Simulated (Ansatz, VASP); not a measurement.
**CdH2O2 in VASP and in Ansatz**

```
CELL_PARAMETERS angstrom
3.50197 0.00000 0.00000
-1.75099 3.03280 0.00000
0.00000 0.00000 4.56918
ATOMIC_POSITIONS crystal
Cd 0.00000 0.00000 0.00000
H 0.66667 0.33333 0.54687
H 0.33333 0.66667 0.45313
O 0.66667 0.33333 0.75821
O 0.33333 0.66667 0.24179
```

Alike in both runs: task single point; functional PBEsol; k mesh 6 × 6 × 4; occupations fermi-dirac, width 0.5 eV; no spin polarisation.

|  | VASP | Ansatz |
| --- | --- | --- |
| version | VASP 6.6.1 | Ansatz 0.2.0 |
| potentials or method | VASP PAW PBE potentials, release 64 (Cd, H, O) | plane waves |
| plane-wave cutoff (eV) | 520 | 420 |
| valence electrons in the cell | 26 | 34 |

Ansatz gave:

| Quantity | Value |
| --- | --- |
| pressure (GPa) | 1.6 |
| traceless stress, the component that is largest in VASP (GPa) | 2.45 |
| rms of the force components (eV/Å) | 0.335 |

Problem. Which values does VASP return?

Solution. Pressure (GPa): 2.5; traceless stress, the component that is largest in VASP (GPa): 2.86; rms of the force components (eV/Å): 0.389.

VASP's potentials were made for PBE, not for PBEsol. Atom by atom the forces differ by 0.059 eV/Å (rms over components). With one functional, cell and mesh, what is left measures potentials, basis and numerics. VASP's potentials hold 26 valence electrons a cell and Ansatz's 34, so a difference there can come from the potentials and not from the codes.
